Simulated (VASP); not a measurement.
# B8HN8 (a cell with a defect) in VASP: notebook

Runs on B8HN8 (a cell with a defect). Level: PBE. Tasks: single point.

Program: VASP 6.6.1. These are calculated values, not measurements. Logs are shortened: lines on timing, memory, paths and dates and some standing lists are left out, and cuts for length are marked.

## (1) The cell of the first run

The cell holds a defect, 17 atoms: a = 5.024 Å, b = 5.024 Å, c = 8.343 Å, α = 90.00°, β = 90.00°, γ = 120.00°.

## (2) Single point, PBE, collinear spin

File INCAR:

```
ALGO = Normal
EDIFF = 1E-6
ENCUT = 520
GGA = PE
ISIF = 2
ISMEAR = 0
ISPIN = 2
LASPH = True
LCHARG = True
LELF = True
LORBIT = 11
LREAL = Auto
LVHAR = True
LWAVE = False
MAGMOM = 0.077 0.077 0 0.077 0 0.077 0.077 0.077 0.077 0.077 0 0.077 0 0.077 0.077 0.077 0.077
NBANDS = 50
NELM = 150
PREC = Accurate
SIGMA = 0.01
```

File KPOINTS:

```
k-points
0
Gamma
  1 1 1
```

File POSCAR:

```
B8HN8
1.0
    2.5121811436      4.3512253786      0.0000000000
    2.5121811436     -4.3512253786      0.0000000000
    0.0000000000      0.0000000000     -8.3431635353
B N H
8 8 1
Direct
    0.1665280699      0.3330561399      0.7247689172
    0.1665280699      0.8334719301      0.7247689172
    0.6666666667      0.3333333333      0.6990994267
    0.6669438601      0.8334719301      0.7247689172
    0.3333333333      0.6666666667      0.3009005733
    0.3330561399      0.1665280699      0.2752310828
    0.8334719301      0.6669438601      0.2752310828
    0.8334719301      0.1665280699      0.2752310828
    0.1673055120      0.3346110239      0.3026265008
    0.1673055120      0.8326944880      0.3026265008
    0.6666666667      0.3333333333      0.2194248115
    0.6653889761      0.8326944880      0.3026265008
    0.3333333333      0.6666666667      0.7805751885
    0.3346110239      0.1673055120      0.6973734992
    0.8326944880      0.6653889761      0.6973734992
    0.8326944880      0.1673055120      0.6973734992
    0.0000000000      0.0000000000      0.0000000000
```

Potentials or basis: VASP PAW PBE potentials, release 64 (B, N, H).

Launch:

```
$ cat potpaw_PBE.64/B/POTCAR potpaw_PBE.64/N/POTCAR potpaw_PBE.64/H/POTCAR > POTCAR
$ mpirun -np 1 vasp_gam > vasp.out
```

OUTCAR:

```text
EDIFF = 1E-6
   ENCUT = 520
   GGA = PE
   ISIF = 2
   ISMEAR = 0
   ISPIN = 2
   LASPH = True
   LORBIT = 11
   LREAL = Auto
   NELM = 150
   PREC = Accurate

 ion  position               nearest neighbor table
   1  0.167  0.333  0.725-  16 1.47  14 1.47  13 1.52
   2  0.167  0.833  0.725-  14 1.47  15 1.47  13 1.52
   3  0.667  0.333  0.699-  16 1.44  15 1.44  14 1.44
   4  0.667  0.833  0.725-  16 1.47  15 1.47  13 1.52
   5  0.333  0.667  0.301-  10 1.44   9 1.44  12 1.44
   6  0.333  0.167  0.275-  10 1.47   9 1.47  11 1.52
[... 8 lines left out ...]
  15  0.833  0.665  0.697-   3 1.44   2 1.47   4 1.47
  16  0.833  0.167  0.697-   3 1.44   1 1.47   4 1.47
  17  0.000  0.000  0.000-

  LATTYP: Found a hexagonal cell.
 ALAT       =     5.0243622873
 C/A-ratio  =     1.6605417879

  Lattice vectors:

 A1 = (   2.5121811436,   4.3512253786,   0.0000000000)
 A2 = (   2.5121811436,  -4.3512253786,   0.0000000000)
 A3 = (   0.0000000000,   0.0000000000,  -8.3431635353)

Analysis of symmetry for initial positions (statically):
=====================================================================
 Subroutine PRICEL returns:
 Original cell was already a primitive cell.

 Routine SETGRP: Setting up the symmetry group for a
 hexagonal supercell.

 Subroutine GETGRP returns: Found 12 space group operations
 (whereof 12 operations were pure point group operations)
 out of a pool of 24 trial point group operations.

The static configuration has the point symmetry D_3d.

Analysis of symmetry for dynamics (positions and initial velocities):
=====================================================================
 Subroutine PRICEL returns:
 Original cell was already a primitive cell.

 Routine SETGRP: Setting up the symmetry group for a
 hexagonal supercell.

 Subroutine GETGRP returns: Found 12 space group operations
 (whereof 12 operations were pure point group operations)
 out of a pool of 24 trial point group operations.

The dynamic configuration has the point symmetry D_3d.

Analysis of structural, dynamic, and magnetic symmetry:
=====================================================================
 Subroutine PRICEL returns:
 Original cell was already a primitive cell.

 Routine SETGRP: Setting up the symmetry group for a
 hexagonal supercell.

 Subroutine GETGRP returns: Found 12 space group operations
 (whereof 12 operations were pure point group operations)
[... 148 lines left out ...]

 Free energy of the ion-electron system (eV)
  ---------------------------------------------------
  ext. energy  EPLUGINS =         0.00000000
  ---------------------------------------------------
  free energy    TOTEN  =      -130.51584654 eV

  energy without entropy =     -130.51584654  energy(sigma->0) =     -130.51584654

 E-fermi :   0.8216     XC(G=0):  -8.8136

 val. band max:        0.7678844587   @ k =   0.0000   0.0000   0.0000
 cond. band min:       3.1860915279   @ k =   0.0000   0.0000   0.0000
 fundamental gap:      2.4182070692
 Fermi energy:         0.8215643333

 spin component 1

 k-point     1 :       0.0000    0.0000    0.0000
  band No.  band energies     occupation
      1     -16.5320      1.00000
      2     -16.4363      1.00000
      3     -13.4862      1.00000
      4     -13.4808      1.00000
      5     -13.4435      1.00000
      6     -13.4435      1.00000
[... 36 lines left out ...]
     43       9.7324      0.00000
     44       9.8295      0.00000
 Fermi energy:         0.8215643333

 spin component 2

 k-point     1 :       0.0000    0.0000    0.0000
  band No.  band energies     occupation
      1     -16.5235      1.00000
      2     -16.4295      1.00000
      3     -13.4694      1.00000
      4     -13.4640      1.00000
      5     -13.4387      1.00000
      6     -13.4387      1.00000
[... 36 lines left out ...]
     43      10.0512      0.00000
     44      10.0512      0.00000
 [bands above 44 left out]

------------------------ aborting loop because EDIFF is reached ----------------------------------------

  FORCE on cell =-STRESS in cart. coord.  units (eV):
  Direction    XX          YY          ZZ          XY          YZ          ZX
  --------------------------------------------------------------------------------------
  -------------------------------------------------------------------------------------
  Total       -3.9986950     -3.9986950      0.5130060     -0.0000000     -0.0000000     -0.0000000
  in kB      -35.1241300    -35.1241300      4.5061924     -0.0000000     -0.0000000     -0.0000000
  external PRESSURE =     -21.9140225 kB  Pullay stress =       0.0000000 kB

 VOLUME and BASIS-vectors are now :
 -----------------------------------------------------------------------------
  energy-cutoff  :      520.00
  volume of cell :      182.40
      direct lattice vectors                 reciprocal lattice vectors
     2.512181144  4.351225379  0.000000000     0.199030234  0.114910159  0.000000000
     2.512181144 -4.351225379  0.000000000     0.199030234 -0.114910159  0.000000000
     0.000000000  0.000000000 -8.343163535     0.000000000  0.000000000 -0.119858612

 POSITION                                       TOTAL-FORCE (eV/Angst)
 -----------------------------------------------------------------------------------
      1.25505     -0.72460     -6.04687        -0.007055      0.004073      0.000337
      2.51218     -2.90202     -6.04687         0.000000     -0.008146      0.000337
      2.51218      1.45041     -5.83270         0.000000     -0.000000      0.013675
      3.76932     -0.72460     -6.04687         0.007055      0.004073      0.000337
      2.51218     -1.45041     -2.51046         0.000000     -0.000000     -0.013675
      1.25505      0.72460     -2.29630        -0.007055     -0.004073     -0.000337
[... 9 lines left out ...]
      2.51218      2.89526     -5.81830         0.000000     -0.006750     -0.003711
      0.00000      0.00000      0.00000         0.000000     -0.000000     -0.000000
 -----------------------------------------------------------------------------------
    total drift:                                0.000000      0.000000     -0.000000

  FREE ENERGIE OF THE ION-ELECTRON SYSTEM (eV)
  ---------------------------------------------------
  free  energy   TOTEN  =      -130.5158465413 eV

  energy  without entropy=     -130.5158465413  energy(sigma->0) =     -130.51584654

 total charge

# of ion       s       p       d       tot
------------------------------------------
    1        0.673   1.331   0.000   2.004
    2        0.673   1.331   0.000   2.004
    3        0.692   1.447   0.000   2.139
    4        0.673   1.331   0.000   2.004
    5        0.692   1.447   0.000   2.139
    6        0.673   1.331   0.000   2.004
[... 9 lines left out ...]
   16        1.183   2.857   0.000   4.040
   17        0.377   0.001   0.000   0.378
--------------------------------------------------
tot         15.307  33.397   0.000  48.704

 magnetization (x)

# of ion       s       p       d       tot
------------------------------------------
    1       -0.000  -0.001   0.000  -0.001
    2       -0.000  -0.001   0.000  -0.001
    3        0.000   0.003   0.000   0.004
    4       -0.000  -0.001   0.000  -0.001
    5        0.000   0.003   0.000   0.004
    6       -0.000  -0.001   0.000  -0.001
[... 9 lines left out ...]
   16        0.001   0.001   0.000   0.003
   17        0.370   0.000   0.000   0.370
--------------------------------------------------
tot          0.384   0.034   0.000   0.418
```

OSZICAR:

```text
N       E                     dE             d eps       ncg     rms          rms(c)
DAV:   1     0.572069891850E+03    0.57207E+03   -0.35054E+04   200   0.124E+03
DAV:   2    -0.795788735752E+02   -0.65165E+03   -0.58277E+03   304   0.313E+02
DAV:   3    -0.144751295455E+03   -0.65172E+02   -0.64223E+02   256   0.101E+02
DAV:   4    -0.146328021308E+03   -0.15767E+01   -0.15736E+01   256   0.168E+01
DAV:   5    -0.146363365510E+03   -0.35344E-01   -0.35334E-01   248   0.247E+00    0.240E+01
DAV:   6    -0.130975344727E+03    0.15388E+02   -0.43599E+01   230   0.258E+01    0.102E+01
DAV:   7    -0.130824007342E+03    0.15134E+00   -0.31960E+00   228   0.736E+00    0.665E+00
DAV:   8    -0.129200713770E+03    0.16233E+01   -0.12524E+00   212   0.436E+00    0.113E+00
DAV:   9    -0.130459886695E+03   -0.12592E+01   -0.20668E-01   212   0.158E+00    0.530E-01
DAV:  10    -0.130290572137E+03    0.16931E+00   -0.27516E-01   212   0.131E+00    0.297E-01
DAV:  11    -0.130387392855E+03   -0.96821E-01   -0.98563E-03   240   0.371E-01    0.122E-01
DAV:  12    -0.130501478869E+03   -0.11409E+00   -0.14523E-01   230   0.603E-01    0.808E-02
DAV:  13    -0.130512088183E+03   -0.10609E-01   -0.71949E-03   228   0.186E-01    0.513E-02
DAV:  14    -0.130514747416E+03   -0.26592E-02   -0.37186E-03   224   0.137E-01    0.340E-02
DAV:  15    -0.130515816403E+03   -0.10690E-02   -0.21257E-03   228   0.129E-01    0.149E-02
DAV:  16    -0.130515842716E+03   -0.26313E-04   -0.12177E-04   224   0.324E-02    0.931E-03
DAV:  17    -0.130515847035E+03   -0.43189E-05   -0.12412E-05   224   0.132E-02    0.454E-03
DAV:  18    -0.130515846541E+03    0.49377E-06   -0.76516E-06   200   0.111E-02
   1 F= -.13051585E+03 E0= -.13051585E+03  d E =-.185958E-14  mag=     1.0000
```

Wall time 93 s (1 thread of Intel Xeon Platinum 8259CL at 2.50GHz (Skylake/Cascade Lake), shared host); peak memory 0.35 GiB.

Results:

| Item | Value |
| --- | --- |
| Free energy | -130.5158 eV |
| Pressure | -2.2 GPa |
| Largest force | 0.014 eV/Å |
| Band gap on the k mesh | 2.42 eV |
| Net moment | 1.00 μB per cell |
| Site moments | B -0.00, +0.00; N +0.00, +0.02; H +0.37 μB |
| Valence electrons inside the program's atomic spheres | B 2.00, 2.14; N 4.04, 3.89; H 0.38 |

Forces on the atoms (eV/Å):
```
B   -0.007  0.004  0.000
B    0.000 -0.008  0.000
B    0.000  0.000  0.014
B    0.007  0.004  0.000
B    0.000  0.000 -0.014
B   -0.007 -0.004  0.000
B    0.007 -0.004  0.000
B    0.000  0.008  0.000
N    0.006 -0.003  0.004
N    0.000  0.007  0.004
N    0.000  0.000  0.007
N   -0.006 -0.003  0.004
N    0.000  0.000 -0.007
N    0.006  0.003 -0.004
N   -0.006  0.003 -0.004
N    0.000 -0.007 -0.004
H    0.000  0.000  0.000
```

Caveat: the k points lie up to 1.44 Å⁻¹ apart.

(Continued in part 2 of 2.)
